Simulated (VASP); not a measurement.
# Be (Fd-3m) in VASP: notebook

The runs below take Be through single point, relaxation of cell and atoms, with revPBE.

All numbers are computed with VASP 6.6.1; they aren't measurements. Logs are shortened: lines on timing, memory, paths and dates and some standing lists are left out, and cuts for length are marked.

### 1 The cell of the first run

Symmetry: Fd-3m, No. 227, cubic system. Conventional cell: a = 5.065 Å, b = 5.065 Å, c = 5.065 Å, α = 90.00°, β = 90.00°, γ = 90.00°. Within 2.9 Å of Be (site symmetry -43m) lie 4 Be at 2.19 Å.

### 2 Single point, revPBE (volume scaled by 1.08)

File INCAR:

```
ALGO = Normal
EDIFF = 1E-6
ENCUT = 520
GGA = RE
ISIF = 2
ISMEAR = -1
LASPH = True
LCHARG = False
LREAL = False
LWAVE = False
NBANDS = 9
NELM = 60
PREC = Accurate
SIGMA = 0.1
```

File KPOINTS:

```
k-points
0
Gamma
  12 12 12
```

File POSCAR:

```
Be
1.0
    0.0000000000      2.5326250629      2.5326250629
    2.5326250629      0.0000000000      2.5326250629
    2.5326250629      2.5326250629      0.0000000000
Be
2
Direct
    0.1250000000      0.1250000000      0.1250000000
    0.8750000000      0.8750000000      0.8750000000
```

Potentials or basis: VASP PAW PBE potentials, release 64 (Be).

Command:

```console
cat potpaw_PBE.64/Be/POTCAR > POTCAR
mpirun -np 1 vasp_std > vasp.out
```

OUTCAR:

```text
EDIFF = 1E-6
   ENCUT = 520
   GGA = RE
   ISIF = 2
   ISMEAR = -1
   LASPH = True
   LREAL = False
   NELM = 60
   PREC = Accurate

 ion  position               nearest neighbor table
   1  0.125  0.125  0.125-   2 2.19   2 2.19   2 2.19   2 2.19
   2  0.875  0.875  0.875-   1 2.19   1 2.19   1 2.19   1 2.19

  LATTYP: Found a face centered cubic cell.
 ALAT       =     5.0652501258

  Lattice vectors:

 A1 = (   0.0000000000,   2.5326250629,   2.5326250629)
 A2 = (   2.5326250629,   0.0000000000,   2.5326250629)
 A3 = (   2.5326250629,   2.5326250629,   0.0000000000)

Analysis of symmetry for initial positions (statically):
=====================================================================
 Subroutine PRICEL returns:
 Original cell was already a primitive cell.

 Routine SETGRP: Setting up the symmetry group for a
 face centered cubic supercell.

 Subroutine GETGRP returns: Found 48 space group operations
 (whereof 12 operations were pure point group operations)
 out of a pool of 48 trial point group operations.

The static configuration has the point symmetry D_3d.
 The point group associated with its full space group is O_h .

Analysis of symmetry for dynamics (positions and initial velocities):
=====================================================================
 Subroutine PRICEL returns:
 Original cell was already a primitive cell.

 Routine SETGRP: Setting up the symmetry group for a
 face centered cubic supercell.

 Subroutine GETGRP returns: Found 48 space group operations
 (whereof 12 operations were pure point group operations)
 out of a pool of 48 trial point group operations.

The dynamic configuration has the point symmetry D_3d.
 The point group associated with its full space group is O_h .

 Subroutine INISYM returns: Found 48 space group operations
 (whereof 12 operations are pure point group operations),
 and found     1 'primitive' translations

----------------------------------------------------------------------------------------

                                     Primitive cell

  volume of cell :      32.4895

  direct lattice vectors                    reciprocal lattice vectors
     0.000000000  2.532625063  2.532625063    -0.197423617  0.197423617  0.197423617
     2.532625063  0.000000000  2.532625063     0.197423617 -0.197423617  0.197423617
     2.532625063  2.532625063  0.000000000     0.197423617  0.197423617 -0.197423617

  length of vectors
     3.581672712  3.581672712  3.581672712     0.341947735  0.341947735  0.341947735

[... 79 lines left out ...]
   NELM   =     60;   NELMIN=  2; NELMDL= -5     # of ELM steps
   EDIFF  = 0.1E-05   stopping-criterion for ELM
   LREAL  =      F    real-space projection
   EDIFFG = 0.1E-04   stopping-criterion for IOM
   NSW    =      0    number of steps for IOM
   IBRION =     -1    ionic relax: 0-MD 1-quasi-New 2-CG
   NFREE  =      0    steps in history (QN), initial steepest desc. (CG)
   ISIF   =      2    stress and relaxation
   ISYM   =      2    0-nonsym 1-usesym 2-fastsym
   POTIM  = 0.5000    time-step for ionic-motion
   TEBEG  =    0.0;   TEEND  =   0.0 temperature during run
   PSTRESS=    0.0 pullay stress
   NELECT =       4.0000    total number of electrons
   NUPDOWN=      -1.0000    fix difference up-down
   EMIN   =  10.00;   EMAX   =-10.00  energy-range for DOS
   EFERMI =   0.00;   METHOD = LEGACY
   ISMEAR =    -1;   SIGMA  =   0.10  broadening in eV -4-tet -1-fermi 0-gaus
   EFERMI_NEDOS =   21; number of points for ismear=-14 and -15
   IALGO  =     38    algorithm
   IMIX   =      4    mixing-type and parameters
     AMIX     =   0.40;   BMIX     =  1.00
     AMIX_MAG =   1.60;   BMIX_MAG =  1.00
  volume/ion in A,a.u.               =      16.24       109.62
  Fermi-wavevector in a.u.,A,eV,Ry     =   0.814418  1.539027  9.024423  0.663276
  Thomas-Fermi vector in A             =   1.924321
   LORBIT       =      0    0 simple, 1 ext, 2 COOP (PROOUT), +10 PAW based schemes
   GGA     = RE    functional components
   LHFCALC =     F    Hartree Fock is set to
   AEXX    =    0.0000 exact exchange contribution
   IVDW    =     0    specifies the selected vdW correction
   LEPSILON=     F    determine dielectric tensor
   LRPA    =     F    only Hartree local field effects (RPA)
 non-spin polarized calculation
  energy-cutoff  :      520.00
  volume of cell :       32.49
 maximum number of plane-waves:       895
   NGX = 13   NGY = 13   NGZ = 13

 number of electron       4.0000000 magnetization

 Free energy of the ion-electron system (eV)
  ---------------------------------------------------
  ext. energy  EPLUGINS =         0.00000000
  ---------------------------------------------------
  free energy    TOTEN  =        -3.91621063 eV

  energy without entropy =       -3.88170560  energy(sigma->0) =       -3.89895811

 E-fermi :   1.3579     XC(G=0):  -8.2433

 val. band max:        1.3305058820   @ k =  -0.2500   0.2500   0.0000
 cond. band min:       1.3876360506   @ k =  -0.4167   0.3333   0.1667
 fundamental gap:      0.0571301686
 Fermi energy:         1.3578524022

 k-point     1 :       0.0000    0.0000    0.0000
  band No.  band energies     occupation
      1      -5.5750      2.00000
      2       5.8244      0.00000
      3       5.8244      0.00000
      4       5.8244      0.00000
      5       8.2431      0.00000
      6       8.2431      0.00000
      7       8.2431      0.00000
      8      14.0752      0.00000
      9      14.7114      0.00000
[... 265 lines left out ...]
 k-point    24 :      -0.4167    0.1667    0.0000
  band No.  band energies     occupation
      1      -2.1676      2.00000
      2      -1.2670      2.00000
      3       2.7070      0.00000
      4       3.7102      0.00000
      5       8.7061      0.00000
      6      10.5848      0.00000
      7      11.8041      0.00000
      8      13.7380      0.00000
      9      15.2893      0.00000

 [... further k-points ...]
[... 5 lines left out ...]
  --------------------------------------------------------------------------------------
  -------------------------------------------------------------------------------------
  Total       -0.5695566     -0.5695566     -0.5695566      0.0000000      0.0000000     -0.0000000
  in kB      -28.0869641    -28.0869641    -28.0869641      0.0000000      0.0000000     -0.0000000
  external PRESSURE =     -28.0869641 kB  Pullay stress =       0.0000000 kB

 VOLUME and BASIS-vectors are now :
 -----------------------------------------------------------------------------
  energy-cutoff  :      520.00
  volume of cell :       32.49
      direct lattice vectors                 reciprocal lattice vectors
     0.000000000  2.532625063  2.532625063    -0.197423617  0.197423617  0.197423617
     2.532625063  0.000000000  2.532625063     0.197423617 -0.197423617  0.197423617
     2.532625063  2.532625063  0.000000000     0.197423617  0.197423617 -0.197423617

 POSITION                                       TOTAL-FORCE (eV/Angst)
 -----------------------------------------------------------------------------------
      0.63316      0.63316      0.63316         0.000000     -0.000000      0.000000
      4.43209      4.43209      4.43209        -0.000000      0.000000     -0.000000
 -----------------------------------------------------------------------------------
    total drift:                               -0.000000     -0.000000     -0.000000

  FREE ENERGIE OF THE ION-ELECTRON SYSTEM (eV)
  ---------------------------------------------------
  free  energy   TOTEN  =        -3.9162106280 eV

  energy  without entropy=       -3.8817055999  energy(sigma->0) =       -3.89895811
```

OSZICAR:

```text
N       E                     dE             d eps       ncg     rms          rms(c)
DAV:   1    -0.247540692811E+00   -0.24754E+00   -0.13808E+03  1296   0.330E+02
DAV:   2    -0.387610711728E+01   -0.36286E+01   -0.34669E+01  2014   0.371E+01
DAV:   3    -0.392971399755E+01   -0.53607E-01   -0.53509E-01  1581   0.358E+00
DAV:   4    -0.392978505423E+01   -0.71057E-04   -0.71053E-04  1851   0.146E-01
DAV:   5    -0.392978509240E+01   -0.38171E-07   -0.38080E-07  1584   0.306E-03    0.722E-01
DAV:   6    -0.392013969316E+01    0.96454E-02   -0.29499E-03  1865   0.359E-01    0.441E-01
DAV:   7    -0.391619563089E+01    0.39441E-02   -0.52801E-03  1919   0.450E-01    0.197E-02
DAV:   8    -0.391620937809E+01   -0.13747E-04   -0.69098E-05  1485   0.490E-02    0.997E-03
DAV:   9    -0.391621115164E+01   -0.17736E-05   -0.65201E-06  1604   0.200E-02    0.133E-03
DAV:  10    -0.391621062796E+01    0.52368E-06   -0.16426E-07  1024   0.353E-03
   1 F= -.39162106E+01 E0= -.38989581E+01  d E =-.345050E-01
```

stdout:

```text
POSCAR found type information on POSCAR Be
 POSCAR found :  1 types and       2 ions
 scaLAPACK will be used
 -----------------------------------------------------------------------------
|                                                                             |
|                                                                             |
|     You enforced a specific xc type in the INCAR file but a different       |
|     I HOPE YOU KNOW WHAT YOU ARE DOING!                                     |
|                                                                             |
 -----------------------------------------------------------------------------

 LDA part: xc-table for (Slater+PW92), standard interpolation
 POSCAR, INCAR and KPOINTS ok, starting setup
 FFT: planning ... GRIDC
 FFT: planning ... GRID_SOFT
 FFT: planning ... GRID
 WAVECAR not read
 entering main loop
```

Wall time 28 s (1 thread of Intel Xeon 8259CL, shared host); peak memory 0.16 GiB.

What came out:

```
Free energy            : -3.9162 eV
Pressure               : -2.8 GPa
Band gap on the k mesh : zero (band 2 reaches 5.82 eV, above the bottom of band 3 at 0.19 eV)
```

Caveat: the cell differs from its parent crystal (volume scaled by 1.08); the PAW data sets were made with another functional, which shifts forces and pressure a little.

### 3 Single point, revPBE (volume scaled by 1.12)

File INCAR:

```
SYSTEM = Be
PREC = Accurate
ENCUT = 520
EDIFF = 1E-6
ISMEAR = -1
SIGMA = 0.1
LREAL = .False.
LASPH = .True.
NELM = 80
ALGO = Normal
ISIF = 2
LWAVE = .False.
LCHARG = .False.
GGA = RE
NBANDS = 9
```

File KPOINTS:

```
regular mesh
0
Gamma
  12 12 12
  0 0 0
```

File POSCAR:

```
Be
1.0
    0.0000000000      2.5635137787      2.5635137787
    2.5635137787      0.0000000000      2.5635137787
    2.5635137787      2.5635137787      0.0000000000
Be
2
Direct
    0.1250000000      0.1250000000      0.1250000000
    0.8750000000      0.8750000000      0.8750000000
```

Potentials or basis: VASP PAW PBE potentials, release 64 (Be).

Command:

```console
cat potpaw_PBE.64/Be/POTCAR > POTCAR
mpirun -np 1 vasp_std > vasp.out
```

OUTCAR:

```text
SYSTEM = Be
   PREC = Accurate
   ENCUT = 520
   EDIFF = 1E-6
   ISMEAR = -1
   LREAL = .False.
   LASPH = .True.
   NELM = 80
   ISIF = 2
   GGA = RE

 ion  position               nearest neighbor table
   1  0.125  0.125  0.125-   2 2.22   2 2.22   2 2.22   2 2.22
   2  0.875  0.875  0.875-   1 2.22   1 2.22   1 2.22   1 2.22

  LATTYP: Found a face centered cubic cell.
 ALAT       =     5.1270275574

  Lattice vectors:

 A1 = (   0.0000000000,   2.5635137787,   2.5635137787)
[... 466 lines left out ...]
      4       3.4910      0.00000
      5       8.3933      0.00000
      6      10.2174      0.00000
      7      11.3224      0.00000
      8      13.2760      0.00000
      9      14.7740      0.00000

 [... further k-points ...]
[... 5 lines left out ...]
  --------------------------------------------------------------------------------------
  -------------------------------------------------------------------------------------
  Total       -0.8166627     -0.8166627     -0.8166627     -0.0000000      0.0000000     -0.0000000
  in kB      -38.8343754    -38.8343754    -38.8343754     -0.0000000      0.0000000     -0.0000000
  external PRESSURE =     -38.8343754 kB  Pullay stress =       0.0000000 kB

 VOLUME and BASIS-vectors are now :
 -----------------------------------------------------------------------------
  energy-cutoff  :      520.00
  volume of cell :       33.69
      direct lattice vectors                 reciprocal lattice vectors
     0.000000000  2.563513779  2.563513779    -0.195044787  0.195044787  0.195044787
     2.563513779  0.000000000  2.563513779     0.195044787 -0.195044787  0.195044787
     2.563513779  2.563513779  0.000000000     0.195044787  0.195044787 -0.195044787

 POSITION                                       TOTAL-FORCE (eV/Angst)
 -----------------------------------------------------------------------------------
      0.64088      0.64088      0.64088        -0.000000      0.000000      0.000000
      4.48615      4.48615      4.48615         0.000000     -0.000000     -0.000000
 -----------------------------------------------------------------------------------
    total drift:                               -0.000000     -0.000000     -0.000000

  FREE ENERGIE OF THE ION-ELECTRON SYSTEM (eV)
  ---------------------------------------------------
  free  energy   TOTEN  =        -3.8909670574 eV

  energy  without entropy=       -3.8560918340  energy(sigma->0) =       -3.87352945
```

Wall time 22 s (1 thread of Intel Xeon 8259CL, shared host); peak memory 0.16 GiB.

What came out:

```yaml
Free_energy: -3.8910 eV
Pressure: -3.9 GPa
Band_gap_on_the_k_mesh: zero (band 2 reaches 5.54 eV, above the bottom of band 3 at 0.09 eV)
```

Caveat: the cell differs from its parent crystal (volume scaled by 1.12); the PAW data sets were made with another functional, which shifts forces and pressure a little.

### 4 Relaxation of cell and atoms, revPBE

This run uses another cell than the first one, of 10.95 Å³/atom, 0.674 times its volume.

File INCAR:

```
SYSTEM = Be
PREC = Accurate ; ENCUT = 600
EDIFF = 1E-6 ; ISMEAR = -1
SIGMA = 0.1 ; LREAL = .False.
LASPH = .True. ; NELM = 100
ALGO = Normal ; ISIF = 3
LWAVE = .False. ; LCHARG = .False.
GGA = RE ; IBRION = 2
NSW = 80 ; EDIFFG = -0.01
```

File KPOINTS:

```
Automatic mesh
0
Gamma
  12 12 12
  0 0 0
```

File POSCAR:

```
Be
1.0
    0.0000000000      2.2207471934      2.2207471934
    2.2207471934      0.0000000000      2.2207471934
    2.2207471934      2.2207471934      0.0000000000
Be
2
Direct
    0.1250000000      0.1250000000      0.1250000000
    0.8750000000      0.8750000000      0.8750000000
```

Command:

```console
cat potpaw_PBE.64/Be/POTCAR > POTCAR
mpirun -np 1 vasp_std > vasp.out
```

Wall time 50 s (1 thread of Intel Xeon 8259CL, shared host); peak memory 0.15 GiB.

Results (log left out):

```yaml
Free_energy: -3.9384 eV
Relaxed_volume: 15.01 Å³/atom
Relaxed_cell: a = 3.489 Å, b = 3.489 Å, c = 3.489 Å, α = 60.00°, β = 60.00°, γ = 60.00°
Space_group_after_relaxing_to_0.05_Å: Fd-3m (No. 227)
Energy_gained_by_relaxing: 228.7 meV/atom
Ionic_steps: 4
Pressure_after_relaxing: 0.1 GPa
Band_gap_on_the_k_mesh: zero (band 2 reaches 6.47 eV, above the bottom of band 3 at 0.41 eV)
```

Step by step:
```
step  energy change (eV)  largest force (eV/Å)  pressure (GPa)  volume (Å³)
   1              0.0000                0.0000           22.67        21.90
   2             -0.4156                0.0000            5.00        27.19
   3             -0.4553                0.0000            1.01        29.39
   4             -0.4574                0.0000            0.08        30.02
```

Final structure:
```
Be
1.0
     0.00000    2.46684    2.46684
     2.46684    0.00000    2.46684
     2.46684    2.46684    0.00000
Be
2
Direct
  0.12500 0.12500 0.12500
  0.87500 0.87500 0.87500
```

Levels at points of the mesh, in eV from the Fermi level:
```tsv
k point	band 1	band 2	band 3	band 4	band 5	band 6
(0.00, 0.00, 0.00)	-7.25	4.72	4.72	4.72	7.21	7.21
(0.50, 0.00, 0.00)	-3.69	-3.44	3.01	3.01	8.35	8.35
(0.50, 0.50, 0.00)	-2.40	-2.40	0.75	0.75	6.08	6.08
```

Caveat: the volume moved by over 15 % at a fixed basis, so the end points are rough; the PAW data sets were made with another functional, which shifts forces and pressure a little.

(Continued in part 2 of 2.)
